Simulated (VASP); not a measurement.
# MgTe (P6_3mc) in VASP: further runs, part 2 of 2

VASP 6.6.1. The steps go on from the part before.

### 3 Single point, HSE06 (epitaxial xy strain -4.0%)

File POSCAR:

```
MgTe
1.0
    4.3945302200      0.0000000000      0.0000000000
   -2.1972651100      3.8057748082      0.0000000000
    0.0000000000      0.0000000000      7.6951784641
Mg Te
2 2
Direct
    0.3333333333      0.6666666667      0.0064375456
    0.6666666667      0.3333333333      0.5064375456
    0.3333333333      0.6666666667      0.3685624544
    0.6666666667      0.3333333333      0.8685624544
```

File INCAR.step1:

```
SYSTEM = MgTe
ALGO = Normal
EDIFF = 1E-5
ENCUT = 520
GGA = PE
GGA_COMPAT = .FALSE.
ISIF = 2
ISMEAR = 0
LASPH = .TRUE.
LCHARG = .FALSE.
LREAL = .FALSE.
LWAVE = .TRUE.
NBANDS = 16
NELM = 120
PREC = Accurate
SIGMA = 0.01
```

File INCAR.step2:

```
SYSTEM = MgTe
ALGO = Normal
EDIFF = 1E-6
ENCUT = 520
GGA = PE
GGA_COMPAT = .FALSE.
HFSCREEN = 0.2079
ISIF = 2
ISMEAR = 0
ISTART = 1
LASPH = .TRUE.
LCHARG = .FALSE.
LHFCALC = .TRUE.
LREAL = .FALSE.
LWAVE = .FALSE.
NBANDS = 16
NELM = 120
PREC = Accurate
PRECFOCK = Normal
SIGMA = 0.01
```

File KPOINTS:

```
k-points
0
G
  6 6 2
  0 0 0
```

Potentials or basis: VASP PAW PBE potentials, release 64 (Mg, Te).

On the command line:

```console
cat potpaw_PBE.64/Mg/POTCAR potpaw_PBE.64/Te/POTCAR > POTCAR
cp INCAR.step1 INCAR
mpirun -np 1 vasp_std > vasp.out
cp INCAR.step2 INCAR
mpirun -np 1 vasp_std > vasp.out
```

OUTCAR:

```text
SYSTEM = MgTe
   EDIFF = 1E-6
   ENCUT = 520
   GGA = PE
   HFSCREEN = 0.2079
   ISIF = 2
   ISMEAR = 0
   ISTART = 1
   LASPH = .TRUE.
   LHFCALC = .TRUE.
   LREAL = .FALSE.
   NELM = 120
   PREC = Accurate
   PRECFOCK = Normal

 ion  position               nearest neighbor table
   1  0.333  0.667  0.006-   4 2.75   4 2.75   4 2.75   3 2.79
   2  0.667  0.333  0.506-   3 2.75   3 2.75   3 2.75   4 2.79
   3  0.333  0.667  0.369-   2 2.75   2 2.75   2 2.75   1 2.79
   4  0.667  0.333  0.869-   1 2.75   1 2.75   1 2.75   2 2.79

[... 465 lines left out ...]
  --------------------------------------------------------------------------------------
  -------------------------------------------------------------------------------------
  Total        2.0926119      2.0926119     -0.1956476      0.0000000      0.0000000      0.0000000
  in kB       26.0510381     26.0510381     -2.4356270      0.0000000      0.0000000      0.0000000
  external PRESSURE =      16.5554831 kB  Pullay stress =       0.0000000 kB

 VOLUME and BASIS-vectors are now :
 -----------------------------------------------------------------------------
  energy-cutoff  :      520.00
  volume of cell :      128.70
      direct lattice vectors                 reciprocal lattice vectors
     4.394530220  0.000000000  0.000000000     0.227555609  0.131379292  0.000000000
    -2.197265110  3.805774808  0.000000000     0.000000000  0.262758584  0.000000000
     0.000000000  0.000000000  7.695178464     0.000000000  0.000000000  0.129951502

 POSITION                                       TOTAL-FORCE (eV/Angst)
 -----------------------------------------------------------------------------------
     -0.00000      2.53718      0.04954         0.000000      0.000000     -0.009819
      2.19727      1.26859      3.89713        -0.000000     -0.000000     -0.009819
     -0.00000      2.53718      2.83615         0.000000     -0.000000      0.009819
      2.19727      1.26859      6.68374        -0.000000     -0.000000      0.009819
 -----------------------------------------------------------------------------------
    total drift:                               -0.000000     -0.000000     -0.000162

  FREE ENERGIE OF THE ION-ELECTRON SYSTEM (eV)
  ---------------------------------------------------
  free  energy   TOTEN  =       -15.0361441904 eV

  energy  without entropy=      -15.0361441904  energy(sigma->0) =      -15.03614419
```

OUTCAR.step1:

```text
SYSTEM = MgTe
   EDIFF = 1E-5
   ENCUT = 520
   GGA = PE
   ISIF = 2
   ISMEAR = 0
[... 485 lines left out ...]
     -0.00000      2.53718      0.04954         0.000000     -0.000000      0.013159
      2.19727      1.26859      3.89713        -0.000000     -0.000000      0.013159
     -0.00000      2.53718      2.83615        -0.000000     -0.000000     -0.013159
      2.19727      1.26859      6.68374         0.000000      0.000000     -0.013159
 -----------------------------------------------------------------------------------
    total drift:                               -0.000000     -0.000000      0.000079

  FREE ENERGIE OF THE ION-ELECTRON SYSTEM (eV)
  ---------------------------------------------------
  free  energy   TOTEN  =       -12.6880193671 eV

  energy  without entropy=      -12.6880193671  energy(sigma->0) =      -12.68801937
```

It took 23 min on 1 thread of AMD EPYC 7R13 (Zen 3), shared host; peak memory 0.36 GiB.

Results:

```yaml
Free_energy: -15.0361 eV
Pressure: 1.7 GPa
Largest_force: 0.010 eV/Å
Band_gap_on_the_k_mesh: 3.11 eV
```

Forces on the atoms (eV/Å):
```
Mg   0.000  0.000 -0.010
Mg   0.000  0.000 -0.010
Te   0.000  0.000  0.010
Te   0.000  0.000  0.010
```

Caveat: the cell differs from its parent crystal (epitaxial xy strain -4.0%); the PAW data sets were made with another functional, which shifts forces and pressure a little; spin-orbit coupling is left out, which moves the levels of the heavy elements.

### 4 Single point, HSE06 (epitaxial xy strain +4.0%)

File POSCAR:

```
MgTe
1.0
    4.7607410717      0.0000000000      0.0000000000
   -2.3803705359      4.1229227089      0.0000000000
    0.0000000000      0.0000000000      7.2087140759
Mg Te
2 2
Direct
    0.3333333333      0.6666666667     -0.0077827897
    0.6666666667      0.3333333333      0.4922172103
    0.3333333333      0.6666666667      0.3827827897
    0.6666666667      0.3333333333      0.8827827897
```

Changes to INCAR.step1 since step 3:

```diff
@@ -9,3 +9,2 @@
 LASPH = .TRUE.
-LCHARG = .FALSE.
 LREAL = .FALSE.
```

Changes to INCAR.step2 since step 3:

```diff
@@ -11,5 +11,7 @@
 LASPH = .TRUE.
-LCHARG = .FALSE.
+LCHARG = .TRUE.
+LELF = .TRUE.
 LHFCALC = .TRUE.
 LREAL = .FALSE.
+LVHAR = .TRUE.
 LWAVE = .FALSE.
```

KPOINTS is that of step 3.

On the command line:

```console
cat potpaw_PBE.64/Mg/POTCAR potpaw_PBE.64/Te/POTCAR > POTCAR
cp INCAR.step1 INCAR
mpirun -np 1 vasp_std > vasp.out
cp INCAR.step2 INCAR
mpirun -np 1 vasp_std > vasp.out
```

Wall time 25 min (1 thread of AMD EPYC 7R13 (Zen 3), shared host); peak memory 0.35 GiB.

It converged, with:

```yaml
Free_energy: -15.0302 eV
Pressure: -1.8 GPa
Largest_force: 0.009 eV/Å
Band_gap_on_the_k_mesh: 2.73 eV
```

Forces on the atoms (eV/Å):
```
Mg   0.000  0.000  0.009
Mg   0.000  0.000  0.009
Te   0.000  0.000 -0.009
Te   0.000  0.000 -0.009
```

Stress tensor (GPa, compression positive):
```
-2.58  0.00  0.00
 0.00 -2.58  0.00
 0.00  0.00 -0.26
```

Levels at points of the mesh, in eV from the valence-band top:
```csv
k point,band 6,band 7,band 8,band 9,band 10,band 11
"(0.00, 0.00, 0.00)",-0.35,-0.35,0.00,2.73,2.96,5.62
"(0.50, 0.00, 0.00)",-1.68,-1.18,-0.70,3.44,4.35,5.13
"(0.00, 0.00, 0.50)",-0.69,-0.69,-0.69,3.64,3.64,5.88
"(0.50, 0.00, 0.50)",-1.25,-0.95,-0.95,3.78,3.78,4.92
```

Caveat: the k points lie up to 0.44 Å⁻¹ apart; the cell differs from its parent crystal (epitaxial xy strain +4.0%); the PAW data sets were made with another functional, which shifts forces and pressure a little; spin-orbit coupling is left out, which moves the levels of the heavy elements.

### 5 Overview

```tsv
cell	gap on the mesh (eV)	pressure (GPa)	largest force (eV/Å)
a = 4.715, b = 4.715, c = 7.276 Å, angles 90.0, 90.0, 120.0°, 4 atoms, epitaxial xy strain +3.0%	2.84	-1.5	0.01
a = 4.395, b = 4.395, c = 7.695 Å, angles 90.0, 90.0, 120.0°, 4 atoms, epitaxial xy strain -4.0%	3.11	1.7	0.01
a = 4.761, b = 4.761, c = 7.209 Å, angles 90.0, 90.0, 120.0°, 4 atoms, epitaxial xy strain +4.0%	2.73	-1.8	0.01
```

Alike in all rows: task single point; level HSE06; potentials or basis VASP PAW PBE potentials, release 64 (Mg, Te); no spin polarisation; k mesh 6 × 6 × 2; cutoff (eV) 520; smearing gaussian 0.01 eV.

Caveats: some runs use coarse meshes; the PAW data sets were made with another functional, which shifts forces and pressure a little; spin-orbit coupling is left out, which moves the levels of the heavy elements.

Total energies depend on the potentials used, so only differences within one code and one set of settings carry meaning.
